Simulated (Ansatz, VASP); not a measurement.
# ZrS: VASP beside Ansatz

```
CELL_PARAMETERS angstrom
0.00000 2.56676 2.56676
2.56676 0.00000 2.56676
2.56676 2.56676 0.00000
ATOMIC_POSITIONS crystal
Zr 0.00000 0.00000 0.00000
S 0.50000 0.50000 0.50000
```

Alike in both runs: task relaxation of cell and atoms; functional LDA; k mesh 14 × 14 × 14; occupations fermi-dirac, width 0.15 eV; no spin polarisation.

```csv
,VASP,Ansatz
version,VASP 6.6.1,Ansatz 0.2.0
potentials or method,"VASP PAW LDA potentials, release 64 (Zr_sv, S), cutoff 600 eV","scalar-relativistic, plane waves, PAW"
valence electrons in the cell,18,18
```

|  | VASP | Ansatz | Ansatz less VASP |
| --- | --- | --- | --- |
| gap on the k mesh at the Fermi level, each at its own relaxed structure (eV) | none | none | - |
| relaxed volume (Å³/atom) | 16.97 | 16.94 | -0.032 |
| relaxed cell length with the largest relative difference (Å) | 3.634 | 3.632 | -0.0023 |

LDA's correlation is that of Perdew and Zunger in VASP and of Perdew and Wang (1992) in Ansatz. A gap of «none» marks a metal or a gap that the smearing closes.

Noted on VASP's run: too few bands were computed for a metal, which touches its energy and stress.
